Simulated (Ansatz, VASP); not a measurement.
Two plane-wave programs on ZrS2

POSCAR

```
ZrS2
1.0
    3.6743619272      0.0000000000      0.0000000000
   -1.8371809636      3.1820907716      0.0000000000
    0.0000000000      0.0000000000      5.8571358081
Zr S
1 2
Direct
    0.0000000000      0.0000000000      0.0000000000
    0.6666666667      0.3333333333      0.7537648223
    0.3333333333      0.6666666667      0.2462351777
```

File INCAR.step1:

```
SYSTEM = ZrS2
ALGO = Normal
EDIFF = 1E-5
ENCUT = 400
GGA = PE
GGA_COMPAT = .False.
ISIF = 2
ISMEAR = 0
LASPH = .True.
LCHARG = .False.
LREAL = .False.
LWAVE = .True.
NBANDS = 19
NELM = 120
PREC = Accurate
SIGMA = 0.01
```

INCAR.step2

```
SYSTEM = ZrS2
AEXX = 0.35
ALGO = Normal
EDIFF = 1E-6
ENCUT = 400
GGA = PE
GGA_COMPAT = .False.
HFSCREEN = 0.2078
ISIF = 2
ISMEAR = 0
ISTART = 1
LASPH = .True.
LCHARG = .False.
LHFCALC = .True.
LREAL = .False.
LWAVE = .False.
NBANDS = 19
NELM = 120
PREC = Accurate
PRECFOCK = Normal
SIGMA = 0.01
```

KPOINTS

```
k-points
0
Gamma
  6 6 2
  0 0 0
```

Input for Ansatz:

```yaml
crystal:
  lattice:
    - [3.6743619272, 0.0, 0.0]
    - [-1.8371809636, 3.1820907716, 0.0]
    - [0.0, 0.0, 5.8571358081]
  atoms:
    - { symbol: Zr, position: [0.0, 0.0, 0.0] }
    - { symbol: S, position: [0.6666666667, 0.3333333333, 0.7537648223] }
    - { symbol: S, position: [0.3333333333, 0.6666666667, 0.2462351777] }
kpoints:
  mp_grid: { grid: [6, 6, 2] }
hamiltonian:
  xc:
    exchange: pbe
    correlation: pbe
    exx: { coeff: 0.35, omega: 0.2078 }
scf:
  occupations: { method: fixed }
  n_extra_bands: 4
output:
  forces: true
  stress: true
  eigenvalues: true
```

Alike in both runs: task single point; functional PBE-based screened hybrid; k mesh 6 × 6 × 2; no spin polarisation.

|  | VASP | Ansatz |
| --- | --- | --- |
| version | VASP 6.6.1 | Ansatz 0.2.0 |
| potentials or method | VASP PAW PBE potentials, release 64 (Zr_sv, S) | plane waves |
| plane-wave cutoff (eV) | 400 | 420 |
| occupations | gaussian, width 0.01 eV | fixed |
| valence electrons in the cell | 24 | 24 |

|  | VASP | Ansatz | Ansatz less VASP |
| --- | --- | --- | --- |
| gap on the k mesh at the Fermi level (eV) | 2.03 | 2.03 | +0.003 |
| pressure (GPa) | -0.5 | -0.3 | +0.15 |
| traceless stress, the component that is largest in VASP (GPa) | 0.37 | 0.36 | -0.016 |
| rms of the force components (eV/Å) | 0.128 | 0.128 | +0.0006 |

VASP's potentials were made for PBE, not for PBE-based screened hybrid. Atom by atom the forces differ by 0.001 eV/Å (rms over components). Ansatz's warnings: stress exchange threshold loose, stress scf threshold loose.

The k mesh is coarse, so the values compare programs but aren't converged.
